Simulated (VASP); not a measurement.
# CO in VASP: single point with PBE+D3(BJ)

Aim: the single point of CO with PBE+D3(BJ).

Everything below comes from runs of VASP 6.6.1. Logs are shortened: lines on timing, memory, paths and dates and some standing lists are left out, and cuts for length are marked.

## (1) The cell of the first run

The cell holds a molecule in a box, 2 atoms: a = 15.000 Å, b = 15.500 Å, c = 16.000 Å, α = 90.00°, β = 90.00°, γ = 90.00°.

## (2) Single point, PBE+D3(BJ)

The input, INCAR:

```
SYSTEM = CO
PREC = Accurate
ENCUT = 520
EDIFF = 1E-6
ISMEAR = 0
SIGMA = 0.005
LREAL = .FALSE.
LASPH = .TRUE.
NELM = 100
ALGO = Normal
ISIF = 2
LWAVE = .FALSE.
LCHARG = .FALSE.
GGA = PE
IVDW = 12
NBANDS = 12
ISYM = 0
```

The input, KPOINTS:

```
regular mesh
0
G
  1 1 1
  0 0 0
```

The input, POSCAR:

```
CO
1.0
   15.0000000000      0.0000000000      0.0000000000
    0.0000000000     15.5000000000      0.0000000000
    0.0000000000      0.0000000000     16.0000000000
C O
1 1
Direct
    0.5018288836      0.4990307609      0.4645801509
    0.4981711164      0.5009692391      0.5354198491
```

Potentials or basis: VASP PAW PBE potentials, release 64 (C, O).

Started as:

```console
cat potpaw_PBE.64/C/POTCAR potpaw_PBE.64/O/POTCAR > POTCAR
mpirun -np 1 vasp_gam > vasp.out
```

OUTCAR:

```text
SYSTEM = CO
   PREC = Accurate
   ENCUT = 520
   EDIFF = 1E-6
   ISMEAR = 0
   LREAL = .FALSE.
   LASPH = .TRUE.
   NELM = 100
   ISIF = 2
   GGA = PE
   IVDW = 12
   ISYM = 0
 IVDW          = 12

 ion  position               nearest neighbor table
   1  0.502  0.499  0.465-   2 1.14
   2  0.498  0.501  0.535-   1 1.14

IMPORTANT INFORMATION: All symmetrisations will be switched off!
NOSYMM: (Re-)initialisation of all symmetry stuff for point group C_1.

----------------------------------------------------------------------------------------

                                     Primitive cell

  volume of cell :    3720.0000

  direct lattice vectors                    reciprocal lattice vectors
    15.000000000  0.000000000  0.000000000     0.066666667  0.000000000  0.000000000
     0.000000000 15.500000000  0.000000000     0.000000000  0.064516129  0.000000000
     0.000000000  0.000000000 16.000000000     0.000000000  0.000000000  0.062500000

  length of vectors
    15.000000000 15.500000000 16.000000000     0.066666667  0.064516129  0.062500000

  position of ions in fractional coordinates (direct lattice)
     0.501828884  0.499030761  0.464580151
     0.498171116  0.500969239  0.535419849

  ion indices of the primitive-cell ions
   primitive index   ion index
                 1           1
                 2           2

----------------------------------------------------------------------------------------

 KPOINTS: regular mesh

Automatic generation of k-mesh.
 Grid dimensions read from file:
 generate k-points for:    1    1    1

 Generating k-lattice:

  Cartesian coordinates                     Fractional coordinates (reciprocal lattice)
     0.066666667  0.000000000  0.000000000     1.000000000  0.000000000  0.000000000
     0.000000000  0.064516129  0.000000000     0.000000000  1.000000000  0.000000000
     0.000000000  0.000000000  0.062500000     0.000000000  0.000000000  1.000000000

  Length of vectors
     0.066666667  0.064516129  0.062500000

  Shift w.r.t. Gamma in fractional coordinates (k-lattice)
     0.000000000  0.000000000  0.000000000

 Subroutine IBZKPT returns following result:
 ===========================================

 Found      1 irreducible k-points:

 Following reciprocal coordinates:
            Coordinates               Weight
  0.000000  0.000000  0.000000      1.000000
   k-points           NKPTS =      1   k-points in BZ     NKDIM =      1   number of bands    NBANDS=     12
   number of dos      NEDOS =    301   number of ions     NIONS =      2
   total plane-waves  NPLWV = ******
   dimension x,y,z NGX =   112 NGY =  120 NGZ =  120
   dimension x,y,z NGXF=   224 NGYF=  240 NGZF=  240
   ions per type =               1   1
   NGX,Y,Z   is equivalent  to a cutoff of  12.41, 12.87, 12.47 a.u.
   NGXF,Y,Z  is equivalent  to a cutoff of  24.83, 25.74, 24.94 a.u.
 SYSTEM =  CO
   PREC   = accura    normal or accurate (medium, high low for compatibility)
   ISTART =      0    job   : 0-new  1-cont  2-samecut
   ICHARG =      2    charge: 1-file 2-atom 10-const
   ISPIN  =      1    spin polarized calculation?
   LNONCOLLINEAR =      F non collinear calculations
   LSORBIT =      F    spin-orbit coupling
   LASPH  =      T    aspherical Exc in radial PAW
   ENCUT  =  520.0 eV  38.22 Ry    6.18 a.u.  27.89 28.82 29.75*2*pi/ulx,y,z
   NELM   =    100;   NELMIN=  2; NELMDL= -5     # of ELM steps
   EDIFF  = 0.1E-05   stopping-criterion for ELM
   LREAL  =      F    real-space projection
   EDIFFG = 0.1E-04   stopping-criterion for IOM
   NSW    =      0    number of steps for IOM
   IBRION =     -1    ionic relax: 0-MD 1-quasi-New 2-CG
   NFREE  =      0    steps in history (QN), initial steepest desc. (CG)
   ISIF   =      2    stress and relaxation
   ISYM   =      0    0-nonsym 1-usesym 2-fastsym
   POTIM  = 0.5000    time-step for ionic-motion
   TEBEG  =    0.0;   TEEND  =   0.0 temperature during run
   PSTRESS=    0.0 pullay stress
   NELECT =      10.0000    total number of electrons
   NUPDOWN=      -1.0000    fix difference up-down
   EMIN   =  10.00;   EMAX   =-10.00  energy-range for DOS
   EFERMI =   0.00;   METHOD = LEGACY
   ISMEAR =     0;   SIGMA  =   0.01  broadening in eV -4-tet -1-fermi 0-gaus
   EFERMI_NEDOS =   21; number of points for ismear=-14 and -15
   IALGO  =     38    algorithm
   IMIX   =      4    mixing-type and parameters
     AMIX     =   0.40;   BMIX     =  1.00
     AMIX_MAG =   1.60;   BMIX_MAG =  1.00
  volume/ion in A,a.u.               =    1860.00     12551.90
  Fermi-wavevector in a.u.,A,eV,Ry     =   0.227629  0.430156  0.704984  0.051815
  Thomas-Fermi vector in A             =   1.017343
   LORBIT       =      0    0 simple, 1 ext, 2 COOP (PROOUT), +10 PAW based schemes
   GGA     = PE    functional components
   LHFCALC =     F    Hartree Fock is set to
   AEXX    =    0.0000 exact exchange contribution
   IVDW    =    12    specifies the selected vdW correction
   LEPSILON=     F    determine dielectric tensor
   LRPA    =     F    only Hartree local field effects (RPA)
 non-spin polarized calculation
 Gauss-broadening in eV      SIGMA  =   0.01
  energy-cutoff  :      520.00
  volume of cell :     3720.00
 maximum number of plane-waves:     50071
 NGX is ok and might be reduce to   112
   NGX = 55   NGY = 57   NGZ = 59

 number of electron      10.0000007 magnetization

 Free energy of the ion-electron system (eV)
  ---------------------------------------------------
  ext. energy  EPLUGINS =         0.00000000
  ---------------------------------------------------
  free energy    TOTEN  =       -14.78797711 eV

  energy without entropy =      -14.78797711  energy(sigma->0) =      -14.78797711

 E-fermi :  -8.9661     XC(G=0):  -0.1902

 val. band max:       -9.0219845656   @ k =   0.0000   0.0000   0.0000
 cond. band min:      -2.0509216333   @ k =   0.0000   0.0000   0.0000
 fundamental gap:      6.9710629323
 Fermi energy:        -8.9661387478

 k-point     1 :       0.0000    0.0000    0.0000
  band No.  band energies     occupation
      1     -29.3499      2.00000
      2     -14.0236      2.00000
      3     -11.7854      2.00000
      4     -11.7854      2.00000
      5      -9.0220      2.00000
      6      -2.0509      0.00000
      7      -2.0509      0.00000
      8      -0.1350      0.00000
      9       0.3581      0.00000
     10       0.4792      0.00000
     11       0.5196      0.00000
     12       0.5603      0.00000

------------------------ aborting loop because EDIFF is reached ----------------------------------------

 Edisp (eV)   -0.01120

 E8    (eV) :    -0.0034

  FORCE on cell =-STRESS in cart. coord.  units (eV):
  Direction    XX          YY          ZZ          XY          YZ          ZX
  --------------------------------------------------------------------------------------
  -------------------------------------------------------------------------------------
  Total      -0.03520    -0.03711     1.01889    -0.00124     0.02796    -0.05114
  in kB      -0.01516    -0.01598     0.43883    -0.00053     0.01204    -0.02202
  external pressure =        0.14 kB  Pullay stress =        0.00 kB

 VOLUME and BASIS-vectors are now :
 -----------------------------------------------------------------------------
  energy-cutoff  :      520.00
  volume of cell :     3720.00
      direct lattice vectors                 reciprocal lattice vectors
    15.000000000  0.000000000  0.000000000     0.066666667  0.000000000  0.000000000
     0.000000000 15.500000000  0.000000000     0.000000000  0.064516129  0.000000000
     0.000000000  0.000000000 16.000000000     0.000000000  0.000000000  0.062500000

 POSITION                                       TOTAL-FORCE (eV/Angst)
 -----------------------------------------------------------------------------------
      7.52743      7.73498      7.43328         0.045967     -0.024780     -0.945303
      7.47257      7.76502      8.56672        -0.045967      0.024780      0.945303
 -----------------------------------------------------------------------------------
    total drift:                               -0.000508     -0.000380      0.001131

  FREE ENERGIE OF THE ION-ELECTRON SYSTEM (eV)
  ---------------------------------------------------
  free  energy   TOTEN  =       -14.7991765048 eV

  energy  without entropy=      -14.7991765048  energy(sigma->0) =      -14.79917650
```

Run time: 4 min. Hardware: 1 thread of Intel Xeon Platinum 8375C at 2.90GHz (Ice Lake), shared host; peak memory 2.1 GiB.

What came out:

```yaml
Free_energy: -14.7992 eV
Largest_force: 0.947 eV/Å
Gap_between_the_frontier_levels: 6.97 eV
Dispersion_energy_per_atom: -0.006 eV
```

Forces in eV/Å, atoms in the order of the input:
```
C    0.046 -0.025 -0.945
O   -0.046  0.025  0.945
```
